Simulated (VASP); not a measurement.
A run of VASP 6.6.1 is set up as follows.

File INCAR:

```
SYSTEM = WSe2
ALGO = Normal
EDIFF = 1E-6
ENCUT = 520
GGA = PS
ISIF = 2
ISMEAR = -1
LASPH = .True.
LCHARG = .False.
LREAL = .False.
LWAVE = .False.
NBANDS = 35
NELM = 80
PREC = Accurate
SIGMA = 0.08
```

KPOINTS

```
k-points
0
Gamma
  11 11 3
  0 0 0
```

Contents of POSCAR:

```
WSe2
1.0
    3.2899984505      0.0000000000      0.0000000000
   -1.6449992252      2.8492222365      0.0000000000
    0.0000000000      0.0000000000     12.7106000000
W Se
2 4
Direct
    0.3333333333      0.6666666667      0.2500000000
    0.6666666667      0.3333333333      0.7500000000
    0.3333333333      0.6666666667      0.6210000000
    0.6666666667      0.3333333333      0.1210000000
    0.3333333333      0.6666666667      0.8790000000
    0.6666666667      0.3333333333      0.3790000000
```

Potentials or basis: VASP PAW PBE potentials, release 64 (W_sv, Se).

Run with:

```sh
$ cat potpaw_PBE.64/W_sv/POTCAR potpaw_PBE.64/Se/POTCAR > POTCAR
$ mpirun -np 1 vasp_std > vasp.out
```

Predict the pressure.

2.5 GPa.

What does it give for the largest force?

0.515 eV/Å.

Predict the band gap on the k mesh.

0.83 eV, indirect (least direct gap 1.68 eV).

Forces on the atoms (eV/Å):
```
W    0.000  0.000  0.000
W    0.000  0.000  0.000
Se   0.000  0.000 -0.515
Se   0.000  0.000 -0.515
Se   0.000  0.000  0.515
Se   0.000  0.000  0.515
```

Caveat: the cell differs from its parent crystal (zz strain of -2 %); the PAW data sets were made with another functional, which shifts forces and pressure a little; spin-orbit coupling is left out, which moves the levels of the heavy elements; this functional lacks dispersion, which binds the layers, so the pressure and a relaxed spacing across them are unreliable. A k mesh can miss the band edges.
